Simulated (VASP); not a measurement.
Set up this calculation in VASP 6.6.1, as the native input.

```yaml
Task: single point
Functional: PBE
Potentials_or_basis: VASP PAW PBE potentials, release 64 (Na_pv, La, Mn_pv, Mo_sv, O)
Cutoff: 520 eV
k_mesh: 6 × 6 × 6
Occupations: fermi-dirac, width 0.05 eV
Spin: collinear spin, ferromagnetic start
Starting_moments: "[0.0, 0.0, 4.0, 1.0, 0.0, 0.0, 0.0, 0.0, 0.0, 0.0] μB"
Dipole_correction: no
Further_INCAR_settings: ALGO = Normal; EDIFF = 1e-07; NBANDS = 56
```

The structure of NaLaMnMoO6 lies in POSCAR:

```
NaLaMnMoO6
1.0
    0.0000000000      3.9134193816      3.9134193816
    3.9134193816      0.0000000000      3.9134193816
    3.9134193816      3.9134193816      0.0000000000
Na La Mn Mo O
1 1 1 1 6
Direct
    0.2500000000      0.2500000000      0.2500000000
    0.7500000000      0.7500000000      0.7500000000
    0.5000000000      0.5000000000      0.5000000000
    0.0000000000      0.0000000000      0.0000000000
    0.7466200000      0.2533800000      0.2533800000
    0.2533800000      0.2533800000      0.7466200000
    0.2533800000      0.7466200000      0.2533800000
    0.7466200000      0.2533800000      0.7466200000
    0.7466200000      0.7466200000      0.2533800000
    0.2533800000      0.7466200000      0.7466200000
```

These files were run (other wordings do the same):

INCAR

```
PREC = Accurate
ENCUT = 520
EDIFF = 1E-7
ISMEAR = -1
SIGMA = 0.05
LREAL = False
LASPH = True
NELM = 150
ALGO = Normal
ISIF = 2
LWAVE = False
LCHARG = False
ISPIN = 2
MAGMOM = 0 0 4 1 0 0 0 0 0 0
LORBIT = 11
LMAXMIX = 6
GGA = PE
NBANDS = 56
```

KPOINTS

```
regular mesh
0
Gamma
  6 6 6
```

Potentials or basis: VASP PAW PBE potentials, release 64 (Na_pv, La, Mn_pv, Mo_sv, O).

Run with:

```bash
$ cat potpaw_PBE.64/Na_pv/POTCAR potpaw_PBE.64/La/POTCAR potpaw_PBE.64/Mn_pv/POTCAR potpaw_PBE.64/Mo_sv/POTCAR potpaw_PBE.64/O/POTCAR > POTCAR
$ mpirun -np 1 vasp_std > vasp.out
```

Results of the run:

* Pressure: -6.2 GPa
* Largest force: 0.239 eV/Å
* Net moment: 1.34 μB per cell
* Site moments: Na +0.00; La -0.03; Mn +2.15; Mo -0.80; O +0.01 μB
* Valence electrons inside the program's atomic spheres: Na 6.00; La 8.35; Mn 11.68; Mo 12.28; O 5.02

Caveat: the cell stands under tension; a cell with one magnetic atom can't hold antiferromagnetic order, which such compounds often take.

Run time: 18 min on 1 thread of Intel Xeon 8259CL, on a shared host, peak memory 0.46 GiB.
